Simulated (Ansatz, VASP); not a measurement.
## One calculation of ZnCu, two programs

```
Zn Cu
1.0
     2.94500    0.00000    0.00000
     0.00000    2.94500    0.00000
     0.00000    0.00000    2.94500
Zn Cu
1 1
Direct
  0.48285 0.48285 0.48285
  0.00000 0.00000 0.00000
```

Change from the starting cell: all Zn atoms moved +0.087 Å, as atom 1 towards its neighbour atom 2 (Cu) at 2.550 Å.

Alike in both runs: task single point; functional LDA; k mesh 16 × 16 × 16; occupations gaussian, width 0.15 eV; no spin polarisation.

```csv
,VASP,Ansatz
version,VASP 6.6.1,Ansatz 0.2.0
potentials or method,"VASP PAW LDA potentials, release 64 (Zn, Cu), cutoff 520 eV","scalar-relativistic, plane waves, PAW"
valence electrons in the cell,23,31
```

```tsv
	VASP	Ansatz	Ansatz less VASP
gap on the k mesh at the Fermi level (eV)	none	none	-
pressure (GPa)	-8.6	-9.5	-0.88
traceless stress, the component that is largest in VASP (GPa)	0.28	0.28	-0.006
rms of the force components (eV/Å)	0.205	0.200	-0.0048
```

LDA's correlation is that of Perdew and Zunger in VASP and of Perdew and Wang (1992) in Ansatz. Atom by atom the forces differ by 0.005 eV/Å (rms over components). A gap of «none» marks a metal or a gap that the smearing closes. VASP's potentials hold 23 valence electrons a cell and Ansatz's 31, so a difference there can come from the potentials and not from the codes.
